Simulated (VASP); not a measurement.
# Be2C (Fm-3m) in VASP: further runs

Aim: see how the results for Be2C move with the level of theory and the settings. Levels: HSE06, r2SCAN0. Tasks: single point.

All numbers are computed with VASP 6.6.1; they aren't measurements. Logs are shortened: lines on timing, memory, paths and dates and some standing lists are left out, and cuts for length are marked.

## (1) The cell of the first run

Symmetry: Fm-3m, No. 225, cubic system. The conventional cell has a = 4.330 Å, b = 4.330 Å, c = 4.330 Å, α = 90.00°, β = 90.00°, γ = 90.00°. Within 2.5 Å of Be (site symmetry -43m) lie 4 C at 1.87 Å and 6 Be at 2.17 Å. C (site symmetry m-3m) has 8 Be at 1.87 Å within 2.5 Å.

## (2) Single point, HSE06

POSCAR

```
Be2C
1.0
    0.0000000000      2.1650005600      2.1650005600
    2.1650005600      0.0000000000      2.1650005600
    2.1650005600      2.1650005600      0.0000000000
Be C
2 1
Direct
    0.2500000000      0.2500000000      0.2500000000
    0.7500000000      0.7500000000      0.7500000000
    0.0000000000      0.0000000000      0.0000000000
```

INCAR.step1

```
ALGO = Normal ; EDIFF = 1E-5
ENCUT = 520 ; GGA = PE
GGA_COMPAT = F ; ISIF = 2
ISMEAR = 0 ; LASPH = T
LREAL = F ; LWAVE = T
NBANDS = 11 ; NELM = 120
PREC = Accurate ; SIGMA = 0.05
```

INCAR.step2

```
ALGO = Normal ; EDIFF = 1E-6
ENCUT = 520 ; GGA = PE
GGA_COMPAT = F ; HFSCREEN = 0.2079
ISIF = 2 ; ISMEAR = 0
ISTART = 1 ; LASPH = T
LCHARG = T ; LELF = T
LHFCALC = T ; LREAL = F
LVHAR = T ; LWAVE = F
NBANDS = 11 ; NELM = 120
PREC = Accurate ; PRECFOCK = Normal
SIGMA = 0.05
```

KPOINTS

```
k-points
0
Gamma
  6 6 6
```

Potentials or basis: VASP PAW PBE potentials, release 64 (Be, C).

Launch:

```
$ cat potpaw_PBE.64/Be/POTCAR potpaw_PBE.64/C/POTCAR > POTCAR
$ cp INCAR.step1 INCAR
$ mpirun -np 1 vasp_std > vasp.out
$ cp INCAR.step2 INCAR
$ mpirun -np 1 vasp_std > vasp.out
```

OUTCAR:

```text
EDIFF = 1E-6
   ENCUT = 520
   GGA = PE
   HFSCREEN = 0.2079
   ISIF = 2
   ISMEAR = 0
   ISTART = 1
   LASPH = T
   LHFCALC = T
   LREAL = F
   NELM = 120
   PREC = Accurate
   PRECFOCK = Normal

 ion  position               nearest neighbor table
   1  0.250  0.250  0.250-   3 1.87   3 1.87   3 1.87   3 1.87   2 2.17   2 2.17   2 2.17   2 2.17
                             2 2.17   2 2.17
   2  0.750  0.750  0.750-   3 1.87   3 1.87   3 1.87   3 1.87   1 2.17   1 2.17   1 2.17   1 2.17
                             1 2.17   1 2.17
   3  0.000  0.000  0.000-   2 1.87   2 1.87   2 1.87   1 1.87   2 1.87   1 1.87   1 1.87   1 1.87

  LATTYP: Found a face centered cubic cell.
 ALAT       =     4.3300011200

  Lattice vectors:

 A1 = (   0.0000000000,   2.1650005600,   2.1650005600)
 A2 = (   2.1650005600,   0.0000000000,   2.1650005600)
 A3 = (   2.1650005600,   2.1650005600,   0.0000000000)

Analysis of symmetry for initial positions (statically):
=====================================================================
 Subroutine PRICEL returns:
 Original cell was already a primitive cell.

 Routine SETGRP: Setting up the symmetry group for a
 face centered cubic supercell.

 Subroutine GETGRP returns: Found 48 space group operations
 (whereof 48 operations were pure point group operations)
 out of a pool of 48 trial point group operations.

The static configuration has the point symmetry O_h .

Analysis of symmetry for dynamics (positions and initial velocities):
=====================================================================
 Subroutine PRICEL returns:
 Original cell was already a primitive cell.

 Routine SETGRP: Setting up the symmetry group for a
 face centered cubic supercell.

 Subroutine GETGRP returns: Found 48 space group operations
 (whereof 48 operations were pure point group operations)
 out of a pool of 48 trial point group operations.

The dynamic configuration has the point symmetry O_h .

 Subroutine INISYM returns: Found 48 space group operations
 (whereof 48 operations are pure point group operations),
 and found     1 'primitive' translations

----------------------------------------------------------------------------------------

                                     Primitive cell

  volume of cell :      20.2957

  direct lattice vectors                    reciprocal lattice vectors
     0.000000000  2.165000560  2.165000560    -0.230946822  0.230946822  0.230946822
     2.165000560  0.000000000  2.165000560     0.230946822 -0.230946822  0.230946822
     2.165000560  2.165000560  0.000000000     0.230946822  0.230946822 -0.230946822

  length of vectors
     3.061773154  3.061773154  3.061773154     0.400011630  0.400011630  0.400011630

  position of ions in fractional coordinates (direct lattice)
     0.250000000  0.250000000  0.250000000
     0.750000000  0.750000000  0.750000000
     0.000000000  0.000000000  0.000000000

  ion indices of the primitive-cell ions
   primitive index   ion index
                 1           1
                 2           2
                 3           3

----------------------------------------------------------------------------------------

 KPOINTS: k-points

Automatic generation of k-mesh.
 Grid dimensions read from file:
 generate k-points for:    6    6    6

 Generating k-lattice:

  Cartesian coordinates                     Fractional coordinates (reciprocal lattice)
    -0.038491137  0.038491137  0.038491137     0.166666667  0.000000000  0.000000000
     0.038491137 -0.038491137  0.038491137     0.000000000  0.166666667  0.000000000
     0.038491137  0.038491137 -0.038491137     0.000000000  0.000000000  0.166666667

  Length of vectors
     0.066668605  0.066668605  0.066668605

  Shift w.r.t. Gamma in fractional coordinates (k-lattice)
     0.000000000  0.000000000  0.000000000

 Subroutine IBZKPT returns following result:
 ===========================================

 Found     16 irreducible k-points:

 Following reciprocal coordinates:
            Coordinates               Weight
  0.000000  0.000000  0.000000      1.000000
  0.166667  0.000000  0.000000      8.000000
  0.333333  0.000000  0.000000      8.000000
  0.500000  0.000000  0.000000      4.000000
  0.166667  0.166667  0.000000      6.000000
  0.333333  0.166667  0.000000     24.000000
[... 8 lines left out ...]
 -0.333333  0.333333  0.166667     24.000000
 -0.333333  0.500000  0.166667     12.000000
   k-points           NKPTS =     16   k-points in BZ     NKDIM =    216   number of bands    NBANDS=     11
   number of dos      NEDOS =    301   number of ions     NIONS =      3
   total plane-waves  NPLWV =  13824
   dimension x,y,z NGX =    24 NGY =   24 NGZ =   24
   dimension x,y,z NGXF=    48 NGYF=   48 NGZF=   48
   ions per type =               2   1
   NGX,Y,Z   is equivalent  to a cutoff of  13.03, 13.03, 13.03 a.u.
   NGXF,Y,Z  is equivalent  to a cutoff of  26.06, 26.06, 26.06 a.u.
 SYSTEM =  unknown system
   PREC   = accura    normal or accurate (medium, high low for compatibility)
   ISTART =      1    job   : 0-new  1-cont  2-samecut
   ICHARG =      0    charge: 1-file 2-atom 10-const
   ISPIN  =      1    spin polarized calculation?
   LNONCOLLINEAR =      F non collinear calculations
   LSORBIT =      F    spin-orbit coupling
   LASPH  =      T    aspherical Exc in radial PAW
   ENCUT  =  520.0 eV  38.22 Ry    6.18 a.u.   5.69  5.69  5.69*2*pi/ulx,y,z
   NELM   =    120;   NELMIN=  2; NELMDL=  0     # of ELM steps
   EDIFF  = 0.1E-05   stopping-criterion for ELM
   LREAL  =      F    real-space projection
   EDIFFG = 0.1E-04   stopping-criterion for IOM
   NSW    =      0    number of steps for IOM
   IBRION =     -1    ionic relax: 0-MD 1-quasi-New 2-CG
   NFREE  =      0    steps in history (QN), initial steepest desc. (CG)
   ISIF   =      2    stress and relaxation
   ISYM   =      3    0-nonsym 1-usesym 2-fastsym
   POTIM  = 0.5000    time-step for ionic-motion
   TEBEG  =    0.0;   TEEND  =   0.0 temperature during run
   PSTRESS=    0.0 pullay stress
   NELECT =       8.0000    total number of electrons
   NUPDOWN=      -1.0000    fix difference up-down
   EMIN   =  10.00;   EMAX   =-10.00  energy-range for DOS
   EFERMI =   0.00;   METHOD = LEGACY
   ISMEAR =     0;   SIGMA  =   0.05  broadening in eV -4-tet -1-fermi 0-gaus
   EFERMI_NEDOS =   21; number of points for ismear=-14 and -15
   IALGO  =     38    algorithm
   IMIX   =      1    mixing-type and parameters
     AMIX     =   0.40;   BMIX     =  1.00
     AMIX_MAG =   1.60;   BMIX_MAG =  1.00
  volume/ion in A,a.u.               =       6.77        45.65
  Fermi-wavevector in a.u.,A,eV,Ry     =   1.200338  2.268310 19.603421  1.440811
  Thomas-Fermi vector in A             =   2.336176
   LORBIT       =      0    0 simple, 1 ext, 2 COOP (PROOUT), +10 PAW based schemes
   GGA     = PE    functional components
   LHFCALC =     T    Hartree Fock is set to
   PRECFOCK=normal    Normal, Fast or Accurate (Low or Medium for compatibility)
   ENCUT4O =  -1.0   cutoff for four orbital integrals eV
   NKREDX  =     1    reduce k-point grid by
   NKREDY  =     1    reduce k-point grid by
   NKREDZ  =     1    reduce k-point grid by
   AEXX    =    0.2500 exact exchange contribution
   HFSCREEN=    0.2079 screening length (either q_TF or 0.3 A-1)
   HFSCREENC=   0.2079 screening length for correlation (either q_TF or 0.3 A-1)
   ENCUTFOCK=  -1.0 apply spherical cutoff to Coloumb kernel
   IVDW    =     0    specifies the selected vdW correction
   LEPSILON=     F    determine dielectric tensor
   LRPA    =     F    only Hartree local field effects (RPA)
 non-spin polarized calculation
 Gauss-broadening in eV      SIGMA  =   0.05
  energy-cutoff  :      520.00
  volume of cell :       20.30
 maximum number of plane-waves:       568
  NGX = 18; NGY = 18; NGZ = 18

 number of electron       8.0000000 magnetization

 Free energy of the ion-electron system (eV)
  ---------------------------------------------------
  ext. energy  EPLUGINS =         0.00000000
  ---------------------------------------------------
  free energy    TOTEN  =       -19.07225134 eV

  energy without entropy =      -19.07225134  energy(sigma->0) =      -19.07225134

 E-fermi :   7.5123     XC(G=0):  -9.3929

 val. band max:        7.2565336274   @ k =   0.0000   0.0000   0.0000
 cond. band min:       9.1528144819   @ k =   0.5000   0.5000   0.0000
 fundamental gap:      1.8962808545
 Fermi energy:         7.5123311964

 k-point     1 :       0.0000    0.0000    0.0000
  band No.  band energies     occupation
      1      -9.4461      2.00000
      2       7.2565      2.00000
      3       7.2565      2.00000
      4       7.2565      2.00000
      5      12.3688      0.00000
      6      12.3688      0.00000
      7      12.3688      0.00000
      8      15.2434      0.00000
      9      21.8878      0.00000
     10      21.8878      0.00000
     11      21.8878      0.00000

 k-point     2 :       0.1667    0.0000    0.0000
  band No.  band energies     occupation
      1      -8.9600      2.00000
      2       4.1389      2.00000
      3       6.5160      2.00000
      4       6.5160      2.00000
      5      13.4056      0.00000
      6      13.4056      0.00000
      7      13.9583      0.00000
      8      16.3347      0.00000
      9      19.9411      0.00000
     10      19.9411      0.00000
     11      22.9604      0.00000

 k-point     3 :       0.3333    0.0000    0.0000
  band No.  band energies     occupation
      1      -7.5863      2.00000
      2      -0.0689      2.00000
      3       5.5801      2.00000
      4       5.5801      2.00000
      5      13.6789      0.00000
      6      13.6789      0.00000
      7      15.0381      0.00000
      8      17.9168      0.00000
      9      20.9850      0.00000
     10      20.9850      0.00000
     11      25.1214      0.00000
[... 155 lines left out ...]
 k-point    15 :      -0.3333    0.3333    0.1667
  band No.  band energies     occupation
      1      -5.4889      2.00000
      2      -1.0185      2.00000
      3       1.6908      2.00000
      4       2.5633      2.00000
      5      13.6407      0.00000
      6      15.6234      0.00000
      7      18.8496      0.00000
      8      19.5384      0.00000
      9      20.6383      0.00000
     10      23.0052      0.00000
     11      26.8318      0.00000

 k-point    16 :      -0.3333    0.5000    0.1667
  band No.  band energies     occupation
      1      -5.2048      2.00000
      2       0.1784      2.00000
      3       0.8103      2.00000
      4       1.3262      2.00000
      5      12.2014      0.00000
      6      15.9569      0.00000
      7      18.6730      0.00000
      8      20.6173      0.00000
      9      22.8734      0.00000
     10      24.2280      0.00000
     11      25.6915      0.00000

------------------------ aborting loop because EDIFF is reached ----------------------------------------

  FORCE on cell =-STRESS in cart. coord.  units (eV):
  Direction    XX          YY          ZZ          XY          YZ          ZX
  --------------------------------------------------------------------------------------
  -------------------------------------------------------------------------------------
  Total       -0.4045229     -0.4045229     -0.4045229     -0.0000000      0.0000000      0.0000000
  in kB      -31.9337291    -31.9337291    -31.9337291     -0.0000000      0.0000000      0.0000000
  external PRESSURE =     -31.9337291 kB  Pullay stress =       0.0000000 kB

 VOLUME and BASIS-vectors are now :
 -----------------------------------------------------------------------------
  energy-cutoff  :      520.00
  volume of cell :       20.30
      direct lattice vectors                 reciprocal lattice vectors
     0.000000000  2.165000560  2.165000560    -0.230946822  0.230946822  0.230946822
     2.165000560  0.000000000  2.165000560     0.230946822 -0.230946822  0.230946822
     2.165000560  2.165000560  0.000000000     0.230946822  0.230946822 -0.230946822

 POSITION                                       TOTAL-FORCE (eV/Angst)
 -----------------------------------------------------------------------------------
      1.08250      1.08250      1.08250         0.000000     -0.000000     -0.000000
      3.24750      3.24750      3.24750         0.000000     -0.000000     -0.000000
      0.00000      0.00000      0.00000        -0.000000      0.000000      0.000000
 -----------------------------------------------------------------------------------
    total drift:                               -0.000005     -0.000004     -0.000007

  FREE ENERGIE OF THE ION-ELECTRON SYSTEM (eV)
  ---------------------------------------------------
  free  energy   TOTEN  =       -19.0722513376 eV

  energy  without entropy=      -19.0722513376  energy(sigma->0) =      -19.07225134
```

It took 13 min on 1 thread of AMD EPYC 7R13, shared host; peak memory 0.25 GiB.

Results:

```
Free energy            : -19.0723 eV
Pressure               : -3.2 GPa
Band gap on the k mesh : 1.90 eV (least direct gap 5.11 eV)
```

Levels at points of the mesh, in eV from the valence-band top:
```csv
k point,band 1,band 2,band 3,band 4,band 5,band 6,band 7,band 8,band 9
"(0.00, 0.00, 0.00)",-16.70,0.00,0.00,0.00,5.11,5.11,5.11,7.99,14.63
"(0.50, 0.00, 0.00)",-13.56,-9.63,-2.01,-2.01,6.01,6.01,8.21,11.20,16.25
"(0.50, 0.50, 0.00)",-12.71,-7.55,-5.19,-5.19,1.90,6.74,15.04,15.04,17.26
```

Caveat: the cell stands under tension; the PAW data sets were made with another functional, which shifts forces and pressure a little. A k mesh can miss the band edges.

## (3) Single point, r2SCAN0

POSCAR is that of step 2.

INCAR.step1

```
SYSTEM = Be2C
PREC = Accurate
ENCUT = 580
EDIFF = 1E-5
ISMEAR = 0
SIGMA = 0.05
LREAL = .False.
LASPH = .True.
NELM = 120
ALGO = Normal
ISIF = 2
LWAVE = .True.
LCHARG = .False.
GGA = PE
NBANDS = 11
GGA_COMPAT = .False.
```

INCAR.step2

```
SYSTEM = Be2C
PREC = Accurate
ENCUT = 580
EDIFF = 1E-6
ISMEAR = 0
SIGMA = 0.05
LREAL = .False.
LASPH = .True.
NELM = 120
ALGO = Normal
ISIF = 2
LWAVE = .False.
LCHARG = .False.
METAGGA = R2SCAN
LHFCALC = .True.
AEXX = 0.25
LMIXTAU = .True.
PRECFOCK = Normal
ISTART = 1
NBANDS = 11
GGA_COMPAT = .False.
```

KPOINTS

```
Automatic mesh
0
Gamma
  6 6 6
  0 0 0
```

Potentials or basis: VASP PAW PBE potentials, release 64 (Be, C).

Launch:

```
$ cat potpaw_PBE.64/Be/POTCAR potpaw_PBE.64/C/POTCAR > POTCAR
$ cp INCAR.step1 INCAR
$ mpirun -np 1 vasp_std > vasp.out
$ cp INCAR.step2 INCAR
$ mpirun -np 1 vasp_std > vasp.out
```

Run time: 15 min. Hardware: 1 thread of AMD EPYC 7R13, shared host; peak memory 0.16 GiB.

Results (log left out):

- Free energy: -21.1940 eV
- Pressure: -3.2 GPa
- Band gap on the k mesh: 2.83 eV (least direct gap 6.13 eV)

Levels at points of the mesh, in eV from the valence-band top:
| k point | band 1 | band 2 | band 3 | band 4 | band 5 | band 6 | band 7 | band 8 | band 9 |
| --- | --- | --- | --- | --- | --- | --- | --- | --- | --- |
| (0.00, 0.00, 0.00) | -17.31 | 0.00 | 0.00 | 0.00 | 6.13 | 6.13 | 6.13 | 9.08 | 16.14 |
| (0.50, 0.00, 0.00) | -14.10 | -9.92 | -2.07 | -2.07 | 7.06 | 7.06 | 9.26 | 12.55 | 17.71 |
| (0.50, 0.50, 0.00) | -13.21 | -7.83 | -5.34 | -5.34 | 2.83 | 7.75 | 16.46 | 16.46 | 18.74 |

Caveat: the cell stands under tension; the PAW data sets were made with another functional, which shifts forces and pressure a little. A k mesh can miss the band edges.
